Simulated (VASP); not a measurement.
TiH6, 7 atoms in the cell. The structure is hexagonal, space group P6/mmm (No. 191). The conventional cell has a = 3.272 Å, b = 3.272 Å, c = 5.927 Å, α = 90.00°, β = 90.00°, γ = 120.00°. Within 2.2 Å of Ti (site symmetry 6/mmm) lie 6 H at 1.64 Å. Within 2.2 Å of H (site symmetry mmm) lie 4 H at 1.64 Å and 2 Ti at 1.64 Å. H (site symmetry mmm) has 4 H at 1.64 Å within 2.2 Å. The cell was built from a structure type or drawn by symmetry, and may not be a known phase.

| Property | Result |
| --- | --- |
| Program | VASP 6.6.1 |
| Task | single point |
| Functional | PBE |
| Potentials or basis | VASP PAW PBE potentials, release 64 (Ti_sv, H) |
| Cutoff | 500 eV |
| k mesh | 6 × 6 × 4 |
| Occupations | gaussian, width 0.1 eV |
| Spin | no spin polarisation |
| Dipole correction | no |
| Further INCAR settings | ALGO = Normal; EDIFF = 1e-06; NBANDS = 18 |

Potentials or basis: VASP PAW PBE potentials, release 64 (Ti_sv, H).

Run with:

```bash
$ cat potpaw_PBE.64/Ti_sv/POTCAR potpaw_PBE.64/H/POTCAR > POTCAR
$ mpirun -np 1 vasp_std > vasp.out
```

Hardware: 1 thread of Intel(R) Xeon(R) Platinum 8488C (Sapphire Rapids), on a shared host.

Question: Estimate the wall time of this run.

Answer: It took 17 s on 1 thread of Intel(R) Xeon(R) Platinum 8488C (Sapphire Rapids), on a shared host, peak memory 0.17 GiB. Counts: scf iterations 16, k points 21.
